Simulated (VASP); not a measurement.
# Si62Sb (a cell with a defect) in VASP: further runs

Si62Sb (a cell with a defect) is run at these levels: PBE+D3(BJ); tasks: single point.

Everything below comes from runs of VASP 6.6.1. Logs are shortened: lines on timing, memory, paths and dates and some standing lists are left out, and cuts for length are marked.

### Step 1. The cell of the first run

The cell holds a defect, 63 atoms: a = 10.860 Å, b = 10.860 Å, c = 10.860 Å, α = 90.00°, β = 90.00°, γ = 90.00°.

### Step 2. Single point, PBE+D3(BJ)

File INCAR:

```
SYSTEM = Si62Sb
  PREC = Accurate
  ENCUT = 520
  EDIFF = 1E-6
  ISMEAR = 0
  SIGMA = 0.02
  LREAL = Auto
  LASPH = .True.
  NELM = 80
  ALGO = Normal
  ISIF = 2
  LWAVE = .False.
  LCHARG = .False.
  GGA = PE
  IVDW = 12
  NBANDS = 164
  NELECT = 254.0
```

File KPOINTS:

```
regular mesh
0
Gamma
  1 1 1
  0 0 0
```

File POSCAR:

```
Si62Sb
1.0
   10.8600000000      0.0000000000      0.0000000000
    0.0000000000     10.8600000000      0.0000000000
    0.0000000000      0.0000000000     10.8600000000
Si Sb
62 1
Direct
    0.4993619705      0.0018686004     -0.0031266114
    0.6238278085      0.1256124309      0.1247461326
    0.7484989871      0.2529477901      0.0017748619
    0.8713058011      0.3810581952      0.1260443831
    0.7526841621      0.0032991713      0.2494581031
    0.8912419890      0.1300489871      0.3585067219
   -0.0134330571     -0.0125523020     -0.0116064457
    0.3667626151      0.3728932781      0.1332148250
    0.4917726519      0.4926300184      0.0002396869
    0.6220304788      0.6192971455      0.1243613260
    0.7479613260      0.7446988950     -0.0016739411
    0.8707410681      0.8722182320      0.1254708103
    0.2620221915     -0.0150022099      0.2657604972
    0.3740855433      0.1292325046      0.3762278085
    0.5001177716      0.2508076427      0.2507359116
    0.6244575506      0.3729583794      0.3788591160
    0.7457457643      0.4993428177      0.2558775322
    0.8746222836      0.6270870166      0.3752576427
    0.4969590239     -0.0019586556      0.4998958564
    0.6311768877      0.1229981584      0.6191686004
    0.7586799263      0.2455783610      0.4912884899
    0.8711655617      0.3735848066      0.6248337017
    0.7497567219     -0.0025405157      0.7532483425
    0.8736119705      0.1292236648      0.8753983425
   -0.0050922652      0.5045780847      0.0004980663
    0.1244656538      0.6262933702      0.1251494475
    0.2500858195      0.7508207182     -0.0004484346
    0.3755559853      0.8764879374      0.1227241252
    0.0171216390      0.2638448435      0.2325245856
    0.1238438306      0.3812113260      0.3781576427
    0.2494188766      0.5044838858      0.2542994475
    0.3804514733      0.6296835175      0.3722430018
    0.5043498158      0.7536896869      0.2462266114
    0.6262933702      0.8788878453      0.3744451197
   -0.0000210866      0.0031539595      0.4972209024
    0.1247271639      0.1257316759      0.6257889503
    0.2477236648      0.2530523020      0.5011775322
    0.3743012891      0.3750808471      0.6270230203
    0.4982324125      0.4999351750      0.5008632597
    0.6249302026      0.6256615101      0.6245694291
    0.7499046961      0.7522030387      0.4997892265
    0.8752691529      0.8786207182      0.6237024862
    0.2529522099      0.0019157459      0.7497976059
    0.3816803867      0.1265638122      0.8678637201
    0.5067084715      0.2500660221      0.7431091160
    0.6230018416      0.3753095764      0.8752372007
    0.7489071823      0.5002058932      0.7511325967
    0.8774096685      0.6298596685      0.8692957643
   -0.0001900552      0.7511188766      0.2500120626
    0.1240161142      0.8706457643      0.3808500000
   -0.0053711786      0.4998848987      0.5040777164
    0.1262137201      0.6183314917      0.6292864641
    0.2519117864      0.7436179558      0.5030165746
    0.3721521179      0.8735186004      0.6258426335
   -0.0013212707      0.2510885820      0.7493266114
    0.1159589319      0.3719644567      0.8842006446
    0.2496523020      0.4912616022      0.7596406998
    0.3746457643      0.6245481584      0.8752989871
    0.4997122468      0.7499990792      0.7499898711
    0.6236368324      0.8732465009      0.8781767956
    0.0037271639      0.7534896869      0.7454961326
    0.1273410681      0.8767046041      0.8739453959
    0.2001136280      0.2124181400      0.0504096685
```

Potentials or basis: VASP PAW PBE potentials, release 64 (Si, Sb).

Command:

```sh
> cat potpaw_PBE.64/Si/POTCAR potpaw_PBE.64/Sb/POTCAR > POTCAR
> mpirun -np 1 vasp_gam > vasp.out
```

OUTCAR:

```text
SYSTEM = Si62Sb
   PREC = Accurate
   ENCUT = 520
   EDIFF = 1E-6
   ISMEAR = 0
   LREAL = Auto
   LASPH = .True.
   NELM = 80
   ISIF = 2
   GGA = PE
   IVDW = 12
   NELECT = 254.0
 IVDW          = 12

 ion  position               nearest neighbor table
   1  0.499  0.002  0.997-  44 2.33  60 2.33  28 2.35   2 2.36
   2  0.624  0.126  0.125-  15 2.35   3 2.35   5 2.36   1 2.36
   3  0.748  0.253  0.002-  46 2.35   2 2.35  24 2.35   4 2.35
   4  0.871  0.381  0.126-  25 2.34  29 2.34  17 2.34   3 2.35
   5  0.753  0.003  0.249-  12 2.34  34 2.36   2 2.36   6 2.36
   6  0.891  0.130  0.359-   5 2.36  35 2.36  21 2.39  29 2.42
   7  0.987  0.987  0.988-  62 2.31  12 2.32  24 2.32  63 3.44
   8  0.367  0.373  0.133-  31 2.32  15 2.34   9 2.37  63 2.67
   9  0.492  0.493  0.000-  46 2.34  58 2.35   8 2.37  10 2.39
  10  0.622  0.619  0.124-  33 2.35  17 2.35  11 2.37   9 2.39
  11  0.748  0.745  0.998-  60 2.34  48 2.34  10 2.37  12 2.37
  12  0.871  0.872  0.125-   7 2.32   5 2.34  49 2.35  11 2.37
  13  0.262  0.985  0.266-  28 2.31  50 2.31  14 2.32
  14  0.374  0.129  0.376-  13 2.32  15 2.34  37 2.35  19 2.37
  15  0.500  0.251  0.251-  14 2.34   8 2.34  16 2.35   2 2.35
  16  0.624  0.373  0.379-  17 2.32  15 2.35  21 2.35  39 2.35
  17  0.746  0.499  0.256-  16 2.32   4 2.34  10 2.35  18 2.36
  18  0.875  0.627  0.375-  41 2.35  49 2.35  51 2.36  17 2.36
  19  0.497  0.998  0.500-  34 2.35  54 2.35  14 2.37  20 2.38
[... 41 lines left out ...]
  61  0.004  0.753  0.745-  48 2.34  52 2.35  62 2.35  42 2.35
  62  0.127  0.877  0.874-   7 2.31  27 2.35  43 2.35  61 2.35
  63  0.200  0.212  0.050-  56 2.66   8 2.67  29 2.86  44 2.95   7 3.44

  LATTYP: Found a simple cubic cell.
 ALAT       =    10.8600000000

  Lattice vectors:

 A1 = (  10.8600000000,   0.0000000000,   0.0000000000)
 A2 = (   0.0000000000,  10.8600000000,   0.0000000000)
 A3 = (   0.0000000000,   0.0000000000,  10.8600000000)

Analysis of symmetry for initial positions (statically):
=====================================================================
 Subroutine PRICEL returns:
 Original cell was already a primitive cell.

 Routine SETGRP: Setting up the symmetry group for a
 simple cubic supercell.

 Subroutine GETGRP returns: Found  1 space group operations
 (whereof  1 operations were pure point group operations)
 out of a pool of 48 trial point group operations.

The static configuration has the point symmetry C_1 .

Analysis of symmetry for dynamics (positions and initial velocities):
=====================================================================
 Subroutine PRICEL returns:
 Original cell was already a primitive cell.

 Routine SETGRP: Setting up the symmetry group for a
[... 214 lines left out ...]
   PSTRESS=    0.0 pullay stress
   NELECT =     254.0000    total number of electrons
   NUPDOWN=      -1.0000    fix difference up-down
   EMIN   =  10.00;   EMAX   =-10.00  energy-range for DOS
   EFERMI =   0.00;   METHOD = LEGACY
   ISMEAR =     0;   SIGMA  =   0.02  broadening in eV -4-tet -1-fermi 0-gaus
   EFERMI_NEDOS =   21; number of points for ismear=-14 and -15
   IALGO  =     38    algorithm
   IMIX   =      4    mixing-type and parameters
     AMIX     =   0.40;   BMIX     =  1.00
     AMIX_MAG =   1.60;   BMIX_MAG =  1.00
  volume/ion in A,a.u.               =      20.33       137.20
  Fermi-wavevector in a.u.,A,eV,Ry     =   0.954677  1.804077 12.400449  0.911407
  Thomas-Fermi vector in A             =   2.083445
   LORBIT       =      0    0 simple, 1 ext, 2 COOP (PROOUT), +10 PAW based schemes
   GGA     = PE    functional components
   LHFCALC =     F    Hartree Fock is set to
   AEXX    =    0.0000 exact exchange contribution
   IVDW    =    12    specifies the selected vdW correction
   LEPSILON=     F    determine dielectric tensor
   LRPA    =     F    only Hartree local field effects (RPA)
 non-spin polarized calculation
 Gauss-broadening in eV      SIGMA  =   0.02
  energy-cutoff  :      520.00
  volume of cell :     1280.82
 maximum number of plane-waves:     17229
 NGX is ok and might be reduce to    84
   NGX = 41   NGY = 41   NGZ = 41

 number of electron     253.9999994 magnetization

 Free energy of the ion-electron system (eV)
  ---------------------------------------------------
  ext. energy  EPLUGINS =         0.00000000
  ---------------------------------------------------
  free energy    TOTEN  =      -324.57937227 eV

  energy without entropy =     -324.57937215  energy(sigma->0) =     -324.57937221

 E-fermi :   6.3105     XC(G=0):  -9.3924

 val. band max:        6.2408335064   @ k =   0.0000   0.0000   0.0000
 cond. band min:       6.3802477033   @ k =   0.0000   0.0000   0.0000
 fundamental gap:      0.1394141969
 Fermi energy:         6.3105406966

 k-point     1 :       0.0000    0.0000    0.0000
  band No.  band energies     occupation
      1      -6.1626      2.00000
      2      -5.1514      2.00000
      3      -5.1345      2.00000
      4      -5.0943      2.00000
      5      -5.0895      2.00000
      6      -5.0454      2.00000
[... 131 lines left out ...]
    138       7.0314      0.00000
    139       7.0389      0.00000
 [bands above 139 left out]

------------------------ aborting loop because EDIFF is reached ----------------------------------------

 Edisp (eV)  -20.02569

 E6    (eV) :   -11.6999

 E8    (eV) :    -8.3258

  FORCE on cell =-STRESS in cart. coord.  units (eV):
  Direction    XX          YY          ZZ          XY          YZ          ZX
  --------------------------------------------------------------------------------------
  -------------------------------------------------------------------------------------
  Total       7.74052     9.20803     8.00401    -3.30010     2.95679    -3.36233
  in kB       9.68258    11.51829    10.01218    -4.12808     3.69863    -4.20592
  external pressure =       10.40 kB  Pullay stress =        0.00 kB

 VOLUME and BASIS-vectors are now :
 -----------------------------------------------------------------------------
  energy-cutoff  :      520.00
  volume of cell :     1280.82
      direct lattice vectors                 reciprocal lattice vectors
    10.860000000  0.000000000  0.000000000     0.092081031  0.000000000  0.000000000
     0.000000000 10.860000000  0.000000000     0.000000000  0.092081031  0.000000000
     0.000000000  0.000000000 10.860000000     0.000000000  0.000000000  0.092081031

 POSITION                                       TOTAL-FORCE (eV/Angst)
 -----------------------------------------------------------------------------------
      5.42307      0.02029     10.82605         0.002305      0.002559     -0.007525
      6.77477      1.36415      1.35474        -0.007047     -0.001199      0.000568
      8.12870      2.74701      0.01928        -0.003742      0.008250      0.004756
      9.46238      4.13829      1.36884         0.004314     -0.000588     -0.000966
      8.17415      0.03583      2.70911         0.001294      0.003445     -0.001988
      9.67889      1.41233      3.89338         0.004123     -0.002380     -0.003880
[... 55 lines left out ...]
      1.38292      9.52101      9.49105         0.006017     -0.003488      0.002352
      2.17323      2.30686      0.54745         0.028025     -0.017724     -0.036610
 -----------------------------------------------------------------------------------
    total drift:                               -0.009938      0.021514     -0.006524

  FREE ENERGIE OF THE ION-ELECTRON SYSTEM (eV)
  ---------------------------------------------------
  free  energy   TOTEN  =      -344.6050628639 eV

  energy  without entropy=     -344.6050627443  energy(sigma->0) =     -344.60506280
```

Run time: 3.8 min. Hardware: 1 thread of Intel Xeon 6975P-C (Granite Rapids), shared host; peak memory 1 GiB.

What came out:

| Quantity | Value |
| --- | --- |
| Free energy | -344.6051 eV |
| Largest force | 0.049 eV/Å |
| Dispersion energy per atom | -0.318 eV |

Forces in eV/Å, atoms in the order of the input:
```
Si   0.002  0.003 -0.008
Si  -0.007 -0.001  0.001
Si  -0.004  0.008  0.005
Si   0.004 -0.001 -0.001
Si   0.001  0.003 -0.002
Si   0.004 -0.002 -0.004
Si  -0.022 -0.023 -0.010
Si   0.011  0.024  0.017
Si  -0.008 -0.003 -0.002
Si  -0.008 -0.011  0.001
Si  -0.008 -0.009 -0.003
Si  -0.014 -0.014  0.011
Si   0.013 -0.011  0.007
Si   0.001  0.002  0.002
Si   0.002  0.008 -0.005
Si   0.003 -0.003  0.003
Si   0.002  0.000 -0.006
Si  -0.002 -0.005  0.003
Si  -0.009 -0.004 -0.002
Si  -0.007  0.001  0.001
Si   0.000 -0.001  0.003
Si   0.002 -0.007  0.006
Si   0.002  0.002  0.002
Si   0.001  0.003  0.006
Si   0.002  0.001 -0.001
Si   0.000  0.000  0.003
Si  -0.002  0.001  0.000
Si   0.007 -0.002 -0.003
Si   0.001  0.007  0.001
Si   0.004  0.002  0.005
Si   0.005  0.003  0.002
Si  -0.005 -0.004  0.008
Si   0.000  0.000 -0.003
Si   0.002 -0.001  0.000
Si   0.002  0.005 -0.002
Si   0.002 -0.002  0.004
Si  -0.005  0.009  0.004
Si   0.003 -0.003  0.002
Si   0.006  0.000 -0.003
Si   0.002 -0.003  0.006
Si  -0.002 -0.001  0.000
Si   0.001 -0.002  0.000
Si   0.006  0.001  0.003
Si  -0.012  0.005  0.015
Si   0.000  0.002 -0.002
Si  -0.001 -0.002  0.003
Si   0.000 -0.001 -0.002
Si  -0.004 -0.004  0.004
Si  -0.002  0.001 -0.002
Si   0.001  0.003  0.000
Si  -0.005 -0.007 -0.002
Si  -0.005  0.005 -0.008
Si  -0.002  0.006  0.000
Si  -0.003  0.000  0.005
Si   0.008 -0.005  0.006
Si  -0.005  0.028 -0.019
Si   0.003  0.014 -0.014
Si   0.003  0.001  0.000
Si  -0.004  0.003 -0.003
Si   0.005  0.002  0.001
Si  -0.001  0.000  0.000
Si   0.006 -0.003  0.002
Sb   0.028 -0.018 -0.037
```

Levels at points of the mesh, in eV from the Fermi level:
| k point | band 124 | band 125 | band 126 | band 127 | band 128 | band 129 | band 130 | band 131 |
| --- | --- | --- | --- | --- | --- | --- | --- | --- |
| (0.00, 0.00, 0.00) | -0.87 | -0.82 | -0.21 | -0.07 | 0.07 | 0.19 | 0.21 | 0.23 |

Caveat: the k points lie up to 0.58 Å⁻¹ apart; the cell carries a net charge on a neutralising background, which shifts energy and pressure; the cell is charged against a uniform background, so pressure and absolute levels hang on convention; spin-orbit coupling is left out, which moves the levels of the heavy elements.

### Step 3. Single point, PBE+D3(BJ)

File INCAR:

```
SYSTEM = Si62Sb
PREC = Accurate
ENCUT = 520
EDIFF = 1E-7
ISMEAR = 0
SIGMA = 0.02
LREAL = Auto
LASPH = .TRUE.
NELM = 60
ALGO = Normal
ISIF = 2
LWAVE = .FALSE.
LCHARG = .FALSE.
GGA = PE
IVDW = 12
NBANDS = 164
NELECT = 254.0
```

File KPOINTS:

```
Automatic mesh
0
G
  1 1 1
  0 0 0
```

File POSCAR:

```
Si62Sb
1.0
   10.8600000000      0.0000000000      0.0000000000
    0.0000000000     10.8600000000      0.0000000000
    0.0000000000      0.0000000000     10.8600000000
Si Sb
62 1
Direct
    0.5008719153     -0.0002416206     -0.0008053407
    0.6241597606      0.1253547882      0.1255157459
    0.7499093923      0.2516385820      0.0019858195
    0.8731821363      0.3784500921      0.1269300184
    0.7508948435      0.0022456722      0.2507720074
    0.8862326888      0.1283262431      0.3637574586
   -0.0075272560     -0.0085837017     -0.0022004604
    0.3729102210      0.3771249540      0.1306850829
    0.4960779006      0.4976960405     -0.0002161142
    0.6226603131      0.6232257827      0.1252500921
    0.7497396869      0.7454526703     -0.0009847145
    0.8711700737      0.8725156538      0.1266562615
    0.2521252302     -0.0083337017      0.2573198895
    0.3718435543      0.1275732044      0.3728347145
    0.5000564457      0.2510714549      0.2507135359
    0.6244461326      0.3738341621      0.3784486188
    0.7456154696      0.4994294659      0.2538209945
    0.8747708103      0.6247401473      0.3752132597
    0.4965120626     -0.0000059853      0.4994276243
    0.6287649171      0.1244698895      0.6211508287
    0.7555910681      0.2463293738      0.4943450276
    0.8714731123      0.3737555249      0.6255612339
    0.7505803867      0.0000871087      0.7534302947
    0.8771591160      0.1275766114      0.8781663904
   -0.0028053407      0.5025946593      0.0011423573
    0.1247555249      0.6259173112      0.1252346225
    0.2510889503      0.7493000921     -0.0010873849
    0.3729326888      0.8767037753      0.1234719153
    0.0148342541      0.2547695212      0.2351612339
    0.1230546961      0.3784323204      0.3768155617
    0.2488367403      0.5025871087      0.2527998158
    0.3787665746      0.6275348987      0.3719468692
    0.5020586556      0.7539460405      0.2476502762
    0.6251917127      0.8780468692      0.3758425414
   -0.0007779006      0.0022479742      0.4991008287
    0.1244854512      0.1253581031      0.6258467772
    0.2480256906      0.2516353591      0.5001025783
    0.3734871087      0.3756800184      0.6255448435
    0.4985089319      0.5003732965      0.5009956722
    0.6247918969      0.6256463168      0.6251953039
    0.7501044199      0.7506800184      0.4998838858
    0.8741249540      0.8780623389      0.6247797422
    0.2508109576     -0.0002361878      0.7491377532
    0.3841529466      0.1201519337      0.8658531308
    0.5048996317      0.2520193370      0.7450942910
    0.6244488029      0.3756652855      0.8765023020
    0.7490005525      0.5003823204      0.7514941989
    0.8780369245      0.6275495396      0.8712225599
   -0.0006930939      0.7495521179      0.2506851750
    0.1233335175      0.8726716390      0.3786682320
   -0.0039093923      0.4993323204      0.5043580110
    0.1246309392      0.6232888582      0.6271485267
    0.2509158379      0.7455151934      0.5001188766
    0.3722532228      0.8742466851      0.6238883978
   -0.0007121547      0.2510777164      0.7499558932
    0.1193139963      0.3772824125      0.8769424494
    0.2501976980      0.4978652855      0.7537639042
    0.3769151934      0.6256976059      0.8730739411
    0.5009768877      0.7520337017      0.7490232965
    0.6261087477      0.8743108656      0.8776697974
    0.0023270718      0.7539580110      0.7478941989
    0.1264935543      0.8766524862      0.8770190608
    0.2221018416      0.2174902394      0.0277415285
```

Potentials or basis: VASP PAW PBE potentials, release 64 (Si, Sb).

Command:

```sh
> cat potpaw_PBE.64/Si/POTCAR potpaw_PBE.64/Sb/POTCAR > POTCAR
> mpirun -np 1 vasp_gam > vasp.out
```

Wall time 4.1 min (1 thread of Intel Xeon 6975P-C (Granite Rapids), shared host); peak memory 1 GiB.

It converged, with:

```yaml
Free_energy: -344.6147 eV
Largest_force: 0.076 eV/Å
Dispersion_energy_per_atom: -0.319 eV
```

Forces on the atoms (eV/Å):
```
Si   0.003  0.001 -0.003
Si  -0.005  0.002  0.002
Si  -0.002  0.002  0.002
Si  -0.010  0.008  0.003
Si   0.003  0.001 -0.005
Si   0.013 -0.005 -0.013
Si  -0.008 -0.015 -0.019
Si   0.011  0.021  0.019
Si  -0.008 -0.005 -0.002
Si   0.000 -0.005  0.001
Si  -0.001 -0.005 -0.005
Si  -0.006 -0.003  0.003
Si   0.019 -0.018  0.010
Si   0.002  0.003  0.006
Si   0.001 -0.002 -0.003
Si  -0.004 -0.001  0.003
Si  -0.006 -0.001  0.002
Si   0.001  0.001 -0.001
Si  -0.002 -0.001  0.000
Si   0.004  0.001 -0.004
Si   0.010  0.001 -0.011
Si  -0.003 -0.001  0.005
Si   0.000 -0.003  0.002
Si  -0.006  0.003 -0.002
Si  -0.005  0.005  0.002
Si  -0.002  0.001  0.001
Si   0.000  0.002  0.000
Si   0.001 -0.004  0.004
Si   0.017  0.033 -0.017
Si  -0.002  0.008  0.009
Si  -0.002  0.004  0.005
Si   0.005 -0.002 -0.002
Si   0.006  0.007 -0.009
Si   0.001  0.004  0.004
Si   0.004  0.002 -0.003
Si  -0.003  0.002  0.005
Si  -0.003  0.002  0.001
Si  -0.003  0.000  0.004
Si   0.003  0.000  0.000
Si   0.001  0.000 -0.001
Si   0.001  0.005 -0.002
Si  -0.003  0.004 -0.001
Si   0.002  0.001 -0.003
Si   0.021 -0.006 -0.021
Si   0.010  0.005 -0.011
Si  -0.004  0.000  0.003
Si   0.000 -0.001 -0.004
Si   0.002 -0.002 -0.005
Si   0.001  0.002 -0.002
Si  -0.003 -0.003  0.007
Si  -0.002  0.000  0.005
Si  -0.001 -0.006  0.003
Si   0.006 -0.006  0.001
Si  -0.004  0.000  0.004
Si   0.003 -0.002 -0.001
Si  -0.019  0.021 -0.011
Si   0.003 -0.006  0.009
Si  -0.001 -0.003  0.001
Si   0.002  0.000 -0.003
Si  -0.004 -0.001  0.005
Si   0.008  0.006 -0.007
Si  -0.002 -0.003  0.000
Sb  -0.042 -0.048  0.041
```

Levels at points of the mesh, in eV from the Fermi level:
| k point | band 123 | band 124 | band 125 | band 126 | band 127 | band 128 | band 129 | band 130 | band 131 | band 132 |
| --- | --- | --- | --- | --- | --- | --- | --- | --- | --- | --- |
| (0.00, 0.00, 0.00) | -0.93 | -0.91 | -0.91 | -0.24 | -0.04 | 0.04 | 0.12 | 0.14 | 0.15 | 0.24 |

Caveat: the k points lie up to 0.58 Å⁻¹ apart; the cell carries a net charge on a neutralising background, which shifts energy and pressure; the cell is charged against a uniform background, so pressure and absolute levels hang on convention; spin-orbit coupling is left out, which moves the levels of the heavy elements.

[end of part 1 of 2]
